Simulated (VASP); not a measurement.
Crystal: CdSe.

```xyz
4
Lattice="4.2985 0.0000 0.0000 -2.1492 3.7226 0.0000 0.0000 0.0000 7.0152" Properties=species:S:1:pos:R:3 pbc="T T T"
Cd    2.1493    1.2409    0.0000
Cd    0.0000    2.4817    3.5076
Se    2.1493    1.2409    2.6307
Se    0.0000    2.4817    6.1383
```

| Property | Result |
| --- | --- |
| Program | VASP 6.6.1 |
| Task | relaxation of cell and atoms |
| Functional | PBE |
| Potentials or basis | VASP PAW PBE potentials, release 64 (Cd, Se) |
| Cutoff | 500 eV |
| k mesh | 6 × 6 × 4 |
| Occupations | gaussian, width 0.02 eV |
| Spin | no spin polarisation |

At the start: pressure 3.3 GPa; volume 28.06 Å³/atom.

Q: How do energy, volume and symmetry change on relaxing?

A: Over 3 steps the energy falls by 18.0 meV/atom and the volume is 29.90 Å³/atom (+6.5 %); space group P6_3mc (No. 186, to 0.1 Å) before and after.

Step by step:
```csv
step,energy change (eV),largest force (eV/Å),pressure (GPa),volume (Å³)
1,0.0000,0.0199,3.32,112.25
2,-0.0656,0.0058,-0.85,121.97
3,-0.0720,0.0083,0.01,119.59
```

Final structure:
```yaml
crystal:
  lattice:
    - [4.38849, 0.00000, 0.00000]
    - [-2.19424, 3.80054, 0.00000]
    - [0.00000, 0.00000, 7.17034]
  atoms:
    - { symbol: Cd, position: [0.66667, 0.33333, 0.99989] }
    - { symbol: Cd, position: [0.33333, 0.66667, 0.49989] }
    - { symbol: Se, position: [0.66667, 0.33333, 0.37511] }
    - { symbol: Se, position: [0.33333, 0.66667, 0.87511] }
```
